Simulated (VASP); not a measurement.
# Al2Ru (I4/mmm) in VASP: a series of runs

Runs on Al2Ru. Level: PBEsol. Tasks: single point.

All numbers are computed with VASP 6.6.1; they aren't measurements. Logs are shortened: lines on timing, memory, paths and dates and some standing lists are left out, and cuts for length are marked.

## (1) The cell of the first run

The structure is tetragonal, space group I4/mmm (No. 139). Conventional cell: a = 3.121 Å, b = 3.121 Å, c = 8.444 Å, α = 90.00°, β = 90.00°, γ = 90.00°. Ru (site symmetry 4/mmm) has 10 Al at 2.58 to 2.88 Å and 4 Ru at 3.12 Å within 3.4 Å. Within 3.4 Å of Al (site symmetry 4mm) lie 5 Ru at 2.58 to 2.88 Å and 9 Al at 2.69 to 3.12 Å.

## (2) Single point, PBEsol

INCAR

```
SYSTEM = Al2Ru
  PREC = Accurate
  ENCUT = 500
  EDIFF = 1E-6
  ISMEAR = -1
  SIGMA = 0.05
  LREAL = .False.
  LASPH = .True.
  NELM = 120
  ALGO = Normal
  ISIF = 2
  LWAVE = .False.
  LCHARG = .False.
  GGA = PS
  NBANDS = 17
  GGA_COMPAT = .False.
```

KPOINTS

```
regular mesh
0
Gamma
  9 9 9
  0 0 0
```

POSCAR

```
Al2Ru
1.0
   -1.5604216200      1.5604216200      4.2218055900
    1.5604216200     -1.5604216200      4.2218055900
    1.5604216200      1.5604216200     -4.2218055900
Ru Al
1 2
Direct
    0.0000000000      0.0000000000      0.0000000000
    0.3407978100      0.3407978100      0.0000000000
    0.6592021900      0.6592021900      0.0000000000
```

Potentials or basis: VASP PAW PBE potentials, release 64 (Ru_pv, Al).

Started as:

```sh
$ cat potpaw_PBE.64/Ru_pv/POTCAR potpaw_PBE.64/Al/POTCAR > POTCAR
$ mpirun -np 1 vasp_std > vasp.out
```

OUTCAR:

```text
SYSTEM = Al2Ru
   PREC = Accurate
   ENCUT = 500
   EDIFF = 1E-6
   ISMEAR = -1
   LREAL = .False.
   LASPH = .True.
   NELM = 120
   ISIF = 2
   GGA = PS

 ion  position               nearest neighbor table
   1  0.000  0.000  0.000-   3 2.58   3 2.58   3 2.58   2 2.58   3 2.58   2 2.58   2 2.58   2 2.58
                             2 2.88   3 2.88
   2  0.341  0.341  0.000-   1 2.58   1 2.58   1 2.58   1 2.58   3 2.69   3 2.69   3 2.69   3 2.69
                             3 2.69   1 2.88
   3  0.659  0.659  0.000-   1 2.58   1 2.58   1 2.58   1 2.58   2 2.69   2 2.69   2 2.69   2 2.69
                             2 2.69   1 2.88

  LATTYP: Found a body centered tetragonal cell.
 ALAT       =     3.1208432400
 C/A-ratio  =     2.7055544065

  Lattice vectors:

 A1 = (  -1.5604216200,   1.5604216200,   4.2218055900)
 A2 = (   1.5604216200,  -1.5604216200,   4.2218055900)
 A3 = (   1.5604216200,   1.5604216200,  -4.2218055900)

Analysis of symmetry for initial positions (statically):
=====================================================================
 Subroutine PRICEL returns:
 Original cell was already a primitive cell.

 Routine SETGRP: Setting up the symmetry group for a
 body centered tetragonal supercell.

 Subroutine GETGRP returns: Found 16 space group operations
 (whereof 16 operations were pure point group operations)
 out of a pool of 16 trial point group operations.

The static configuration has the point symmetry D_4h.

Analysis of symmetry for dynamics (positions and initial velocities):
=====================================================================
 Subroutine PRICEL returns:
 Original cell was already a primitive cell.

 Routine SETGRP: Setting up the symmetry group for a
 body centered tetragonal supercell.

 Subroutine GETGRP returns: Found 16 space group operations
 (whereof 16 operations were pure point group operations)
 out of a pool of 16 trial point group operations.

The dynamic configuration has the point symmetry D_4h.

 Subroutine INISYM returns: Found 16 space group operations
 (whereof 16 operations are pure point group operations),
 and found     1 'primitive' translations

----------------------------------------------------------------------------------------

                                     Primitive cell

  volume of cell :      41.1190

  direct lattice vectors                    reciprocal lattice vectors
    -1.560421620  1.560421620  4.221805590     0.000000000  0.320426219  0.118432739
     1.560421620 -1.560421620  4.221805590     0.320426219  0.000000000  0.118432739
     1.560421620  1.560421620 -4.221805590     0.320426219  0.320426219  0.000000000

  length of vectors
     4.763766756  4.763766756  4.763766756     0.341612757  0.341612757  0.453151105

  position of ions in fractional coordinates (direct lattice)
     0.000000000  0.000000000  0.000000000
     0.340797810  0.340797810  0.000000000
     0.659202190  0.659202190  0.000000000

  ion indices of the primitive-cell ions
   primitive index   ion index
                 1           1
                 2           2
                 3           3

----------------------------------------------------------------------------------------

 KPOINTS: regular mesh

Automatic generation of k-mesh.
 Grid dimensions read from file:
 generate k-points for:    9    9    9

 Generating k-lattice:

  Cartesian coordinates                     Fractional coordinates (reciprocal lattice)
     0.000000000  0.035602913  0.013159193     0.111111111  0.000000000 -0.000000000
     0.035602913  0.000000000  0.013159193     0.000000000  0.111111111 -0.000000000
     0.035602913  0.035602913  0.000000000     0.000000000  0.000000000  0.111111111

  Length of vectors
     0.037956973  0.037956973  0.050350123

  Shift w.r.t. Gamma in fractional coordinates (k-lattice)
     0.000000000  0.000000000  0.000000000

 Subroutine IBZKPT returns following result:
 ===========================================

 Found     75 irreducible k-points:

 Following reciprocal coordinates:
            Coordinates               Weight
  0.000000  0.000000  0.000000      1.000000
  0.111111  0.000000 -0.000000      8.000000
  0.222222  0.000000 -0.000000      8.000000
  0.333333  0.000000 -0.000000      8.000000
  0.444444  0.000000 -0.000000      8.000000
  0.111111  0.111111 -0.000000      8.000000
[... 16 lines left out ...]
 -0.333333  0.333333  0.000000      4.000000
  0.444444  0.444444 -0.000000      8.000000
 [... further k-points ...]
   k-points           NKPTS =     75   k-points in BZ     NKDIM =     75   number of bands    NBANDS=     17
   number of dos      NEDOS =    301   number of ions     NIONS =      3
   total plane-waves  NPLWV =  46656
   dimension x,y,z NGX =    36 NGY =   36 NGZ =   36
   dimension x,y,z NGXF=    72 NGYF=   72 NGZF=   72
   ions per type =               1   2
   NGX,Y,Z   is equivalent  to a cutoff of  12.56, 12.56, 12.56 a.u.
   NGXF,Y,Z  is equivalent  to a cutoff of  25.13, 25.13, 25.13 a.u.
 SYSTEM =  Al2Ru
   PREC   = accura    normal or accurate (medium, high low for compatibility)
   ISTART =      0    job   : 0-new  1-cont  2-samecut
   ICHARG =      2    charge: 1-file 2-atom 10-const
   ISPIN  =      1    spin polarized calculation?
   LNONCOLLINEAR =      F non collinear calculations
   LSORBIT =      F    spin-orbit coupling
   LASPH  =      T    aspherical Exc in radial PAW
   ENCUT  =  500.0 eV  36.75 Ry    6.06 a.u.   8.69  8.69  8.69*2*pi/ulx,y,z
   NELM   =    120;   NELMIN=  2; NELMDL= -5     # of ELM steps
   EDIFF  = 0.1E-05   stopping-criterion for ELM
   LREAL  =      F    real-space projection
   EDIFFG = 0.1E-04   stopping-criterion for IOM
   NSW    =      0    number of steps for IOM
   IBRION =     -1    ionic relax: 0-MD 1-quasi-New 2-CG
   NFREE  =      0    steps in history (QN), initial steepest desc. (CG)
   ISIF   =      2    stress and relaxation
   ISYM   =      2    0-nonsym 1-usesym 2-fastsym
   POTIM  = 0.5000    time-step for ionic-motion
   TEBEG  =    0.0;   TEEND  =   0.0 temperature during run
   PSTRESS=    0.0 pullay stress
   NELECT =      20.0000    total number of electrons
   NUPDOWN=      -1.0000    fix difference up-down
   EMIN   =  10.00;   EMAX   =-10.00  energy-range for DOS
   EFERMI =   0.00;   METHOD = LEGACY
   ISMEAR =    -1;   SIGMA  =   0.05  broadening in eV -4-tet -1-fermi 0-gaus
   EFERMI_NEDOS =   21; number of points for ismear=-14 and -15
   IALGO  =     38    algorithm
   IMIX   =      4    mixing-type and parameters
     AMIX     =   0.40;   BMIX     =  1.00
     AMIX_MAG =   1.60;   BMIX_MAG =  1.00
  volume/ion in A,a.u.               =      13.71        92.49
  Fermi-wavevector in a.u.,A,eV,Ry     =   1.287471  2.432967 22.552766  1.657582
  Thomas-Fermi vector in A             =   2.419483
   LORBIT       =      0    0 simple, 1 ext, 2 COOP (PROOUT), +10 PAW based schemes
   GGA     = PS    functional components
   LHFCALC =     F    Hartree Fock is set to
   AEXX    =    0.0000 exact exchange contribution
   IVDW    =     0    specifies the selected vdW correction
   LEPSILON=     F    determine dielectric tensor
   LRPA    =     F    only Hartree local field effects (RPA)
 non-spin polarized calculation
  energy-cutoff  :      500.00
  volume of cell :       41.12
 maximum number of plane-waves:      1059
   NGX = 17   NGY = 17   NGZ = 17

 number of electron      19.9999999 magnetization

 Free energy of the ion-electron system (eV)
  ---------------------------------------------------
  ext. energy  EPLUGINS =         0.00000000
  ---------------------------------------------------
  free energy    TOTEN  =       -20.33129547 eV

  energy without entropy =      -20.32957699  energy(sigma->0) =      -20.33043623

 E-fermi :  10.5175     XC(G=0): -12.0215

 val. band max:       10.1538632699   @ k =   0.3333   0.2222   0.1111
 cond. band min:      10.5580480211   @ k =  -0.4444  -0.4444   0.1111
 fundamental gap:      0.4041847512
 Fermi energy:        10.5174616694

 k-point     1 :       0.0000    0.0000    0.0000
  band No.  band energies     occupation
      1     -32.0484      2.00000
      2     -32.0484      2.00000
      3     -31.9698      2.00000
      4      -0.4001      2.00000
      5       5.0912      2.00000
      6       6.6959      2.00000
[... 9 lines left out ...]
     16      16.7578      0.00000
     17      18.2562      0.00000

 k-point     2 :       0.1111    0.0000   -0.0000
  band No.  band energies     occupation
      1     -32.0641      2.00000
      2     -32.0470      2.00000
      3     -31.9683      2.00000
      4      -0.1690      2.00000
      5       5.1930      2.00000
      6       6.7719      2.00000
[... 9 lines left out ...]
     16      17.5531      0.00000
     17      19.8793      0.00000

 k-point     3 :       0.2222    0.0000   -0.0000
  band No.  band energies     occupation
      1     -32.1039      2.00000
      2     -32.0436      2.00000
      3     -31.9645      2.00000
      4       0.5064      2.00000
      5       5.4040      2.00000
      6       6.7352      2.00000
[... 9 lines left out ...]
     16      19.0241      0.00000
     17      21.2860      0.00000

 k-point     4 :       0.3333    0.0000   -0.0000
  band No.  band energies     occupation
      1     -32.1488      2.00000
      2     -32.0396      2.00000
      3     -31.9602      2.00000
      4       1.5699      2.00000
      5       5.3012      2.00000
      6       6.2944      2.00000
[... 9 lines left out ...]
     16      20.6534      0.00000
     17      20.6883      0.00000

 k-point     5 :       0.4444    0.0000   -0.0000
  band No.  band energies     occupation
      1     -32.1779      2.00000
      2     -32.0371      2.00000
      3     -31.9574      2.00000
      4       2.8970      2.00000
      5       4.4024      2.00000
      6       5.9636      2.00000
[... 9 lines left out ...]
     16      19.4822      0.00000
     17      20.4882      0.00000

 k-point     6 :       0.1111    0.1111   -0.0000
  band No.  band energies     occupation
      1     -32.0632      2.00000
      2     -32.0622      2.00000
      3     -31.9670      2.00000
      4       0.1130      2.00000
      5       5.1404      2.00000
      6       6.8419      2.00000
[... 9 lines left out ...]
     16      19.0077      0.00000
     17      20.3860      0.00000

 k-point     7 :       0.2222    0.1111   -0.0000
  band No.  band energies     occupation
      1     -32.1023      2.00000
      2     -32.0591      2.00000
      3     -31.9632      2.00000
      4       0.8255      2.00000
      5       5.2061      2.00000
      6       6.8446      2.00000
[... 9 lines left out ...]
     16      19.7875      0.00000
     17      21.0628      0.00000

 k-point     8 :       0.3333    0.1111   -0.0000
  band No.  band energies     occupation
      1     -32.1471      2.00000
      2     -32.0550      2.00000
      3     -31.9589      2.00000
      4       1.9010      2.00000
      5       5.1710      2.00000
      6       6.3150      2.00000
[... 9 lines left out ...]
     16      19.6535      0.00000
     17      20.5799      0.00000
[... 203 lines left out ...]
      1     -32.0995      2.00000
      2     -32.0971      2.00000
      3     -31.9590      2.00000
      4       1.1580      2.00000
      5       6.1610      2.00000
      6       6.9714      2.00000
[... 9 lines left out ...]
     16      18.7684      0.00000
     17      22.3731      0.00000

 k-point    20 :       0.3333    0.3333   -0.0000
  band No.  band energies     occupation
      1     -32.1385      2.00000
      2     -32.1368      2.00000
      3     -31.9509      2.00000
      4       3.4519      2.00000
      5       4.8388      2.00000
      6       6.6302      2.00000
[... 9 lines left out ...]
     16      18.4390      0.00000
     17      19.6272      0.00000

 k-point    21 :       0.4444    0.3333   -0.0000
  band No.  band energies     occupation
      1     -32.1661      2.00000
      2     -32.1344      2.00000
      3     -31.9479      2.00000
      4       4.1578      2.00000
      5       4.7123      2.00000
      6       6.2771      2.00000
[... 9 lines left out ...]
     16      17.6507      0.00000
     17      19.3733      0.00000

 k-point    22 :      -0.4444    0.3333    0.0000
  band No.  band energies     occupation
      1     -32.1661      2.00000
      2     -32.1344      2.00000
      3     -31.9477      2.00000
      4       3.6812      2.00000
      5       5.3907      2.00000
      6       5.8512      2.00000
[... 9 lines left out ...]
     16      16.6063      0.00000
     17      20.0515      0.00000

 k-point    23 :      -0.3333    0.3333    0.0000
  band No.  band energies     occupation
      1     -32.1386      2.00000
      2     -32.1366      2.00000
      3     -31.9504      2.00000
      4       2.8203      2.00000
      5       5.8959      2.00000
      6       6.0444      2.00000
[... 9 lines left out ...]
     16      16.0051      0.00000
     17      21.0178      0.00000

 k-point    24 :       0.4444    0.4444   -0.0000
  band No.  band energies     occupation
      1     -32.1626      2.00000
      2     -32.1626      2.00000
      3     -31.9451      2.00000
      4       4.0835      2.00000
      5       5.2213      2.00000
      6       6.7879      2.00000
[... 9 lines left out ...]
     16      16.4941      0.00000
     17      19.1229      0.00000

 [... further k-points ...]

------------------------ aborting loop because EDIFF is reached ----------------------------------------

  FORCE on cell =-STRESS in cart. coord.  units (eV):
  Direction    XX          YY          ZZ          XY          YZ          ZX
  --------------------------------------------------------------------------------------
  -------------------------------------------------------------------------------------
  Total       -0.0144817     -0.0144817     -0.2273347      0.0000000      0.0000000      0.0000000
  in kB       -0.5642715     -0.5642715     -8.8579710      0.0000000      0.0000000      0.0000000
  external PRESSURE =      -3.3288380 kB  Pullay stress =       0.0000000 kB

 VOLUME and BASIS-vectors are now :
 -----------------------------------------------------------------------------
  energy-cutoff  :      500.00
  volume of cell :       41.12
      direct lattice vectors                 reciprocal lattice vectors
    -1.560421620  1.560421620  4.221805590     0.000000000  0.320426219  0.118432739
     1.560421620 -1.560421620  4.221805590     0.320426219  0.000000000  0.118432739
     1.560421620  1.560421620 -4.221805590     0.320426219  0.320426219  0.000000000

 POSITION                                       TOTAL-FORCE (eV/Angst)
 -----------------------------------------------------------------------------------
      0.00000      0.00000      0.00000        -0.000000     -0.000000      0.000000
      0.00000      0.00000      2.87756        -0.000000     -0.000000      0.055839
      0.00000      0.00000      5.56605         0.000000      0.000000     -0.055839
 -----------------------------------------------------------------------------------
    total drift:                                0.000000     -0.000000      0.000000

  FREE ENERGIE OF THE ION-ELECTRON SYSTEM (eV)
  ---------------------------------------------------
  free  energy   TOTEN  =       -20.3312954733 eV

  energy  without entropy=      -20.3295769851  energy(sigma->0) =      -20.33043623
```

Run time: 80 s. Hardware: 1 thread of Intel Xeon 8259CL, shared host; peak memory 0.23 GiB.

Results:

| Property | Result |
| --- | --- |
| Free energy | -20.3313 eV |
| Pressure | -0.3 GPa |
| Largest force | 0.056 eV/Å |
| Band gap on the k mesh | zero (bands 10 and 11 overlap by 0.13 eV) |

Forces in eV/Å, atoms in the order of the input:
```
Ru   0.000  0.000  0.000
Al   0.000  0.000  0.056
Al   0.000  0.000 -0.056
```

Caveat: the PAW data sets were made with another functional, which shifts forces and pressure a little.

## (3) Single point, PBEsol, non-collinear spin, zero start, spin-orbit coupling

INCAR

```
SYSTEM = Al2Ru
  ALGO = Normal
  EDIFF = 1E-6
  ENCUT = 500
  GGA = PS
  GGA_COMPAT = .FALSE.
  ISIF = 2
  ISMEAR = -1
  LASPH = .TRUE.
  LCHARG = .TRUE.
  LMAXMIX = 4
  LORBIT = 11
  LORBMOM = .TRUE.
  LREAL = .FALSE.
  LSORBIT = .TRUE.
  LVHAR = .TRUE.
  LWAVE = .FALSE.
  MAGMOM = 0 0 0 0 0 0 0 0 0
  NBANDS = 33
  NELM = 200
  PREC = Accurate
  SIGMA = 0.05
```

KPOINTS

```
k-points
0
G
  9 9 9
  0 0 0
```

POSCAR is that of step 2.

Potentials or basis: VASP PAW PBE potentials, release 64 (Ru_pv, Al).

Started as:

```sh
$ cat potpaw_PBE.64/Ru_pv/POTCAR potpaw_PBE.64/Al/POTCAR > POTCAR
$ mpirun -np 1 vasp_ncl > vasp.out
```

Run time: 8 min. Hardware: 1 thread of Intel Xeon 8259CL, shared host; peak memory 0.45 GiB.

The run converged. Its results:

```
Free energy                                           : -20.4597 eV
Pressure                                              : -0.3 GPa
Largest force                                         : 0.053 eV/Å
Net moment                                            : 0.00 μB per cell
Valence electrons inside the program's atomic spheres : Ru 12.78; Al 0.81
```

Forces in eV/Å, atoms in the order of the input:
```
Ru   0.000  0.000  0.000
Al   0.000  0.000  0.053
Al   0.000  0.000 -0.053
```

Stress tensor (GPa, compression positive):
```
 0.00  0.00  0.00
 0.00  0.00  0.00
 0.00  0.00 -0.85
```

Moments on the atoms (μB; x, y, z):
```
Ru  0.00 0.00 0.00
Al  0.00 0.00 0.00
Al  0.00 0.00 0.00
```

Caveat: the PAW data sets were made with another functional, which shifts forces and pressure a little.

The gap in the log of VASP goes by the Fermi energy; the results here count the filled bands.